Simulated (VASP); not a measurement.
The system is Ta3Si.

```
CELL_PARAMETERS angstrom
0.00000 3.09490 3.09490
3.09490 0.00000 3.09490
3.09490 3.09490 0.00000
ATOMIC_POSITIONS crystal
Ta 0.25000 0.25000 0.25000
Ta 0.75000 0.75000 0.75000
Ta 0.50000 0.50000 0.50000
Si 0.00000 0.00000 0.00000
```

* Program: VASP 6.6.1
* Task: relaxation of cell and atoms
* Functional: r2SCAN
* Potentials or basis: VASP PAW PBE potentials, release 64 (Ta_pv, Si)
* Cutoff: 600 eV
* k mesh: 6 × 6 × 6
* Occupations: gaussian, width 0.1 eV
* Spin: no spin polarisation

At the start: pressure 29.7 GPa; volume 14.82 Å³/atom.

**Question.** How do energy, volume and symmetry change on relaxing?

**Answer.** Over 4 steps the energy falls by 150.7 meV/atom and the volume is 16.63 Å³/atom (+12.2 %); space group Fm-3m (No. 225, to 0.1 Å) before and after.

The path:
| step | energy change (eV) | largest force (eV/Å) | pressure (GPa) | volume (Å³) |
| --- | --- | --- | --- | --- |
| 1 | 0.0000 | 0.0000 | 29.67 | 59.29 |
| 2 | 1.7775 | 0.0000 | -30.39 | 86.10 |
| 3 | -0.5992 | 0.0000 | -1.91 | 67.06 |
| 4 | -0.6029 | 0.0000 | -0.25 | 66.51 |

Final structure:
```yaml
crystal:
  lattice:
    - [0.00000, 3.21585, 3.21585]
    - [3.21585, 0.00000, 3.21585]
    - [3.21585, 3.21585, 0.00000]
  atoms:
    - { symbol: Ta, position: [0.25000, 0.25000, 0.25000] }
    - { symbol: Ta, position: [0.75000, 0.75000, 0.75000] }
    - { symbol: Ta, position: [0.50000, 0.50000, 0.50000] }
    - { symbol: Si, position: [0.00000, 0.00000, 0.00000] }
```

Caveat: the PAW data sets were made with another functional, which shifts forces and pressure a little.
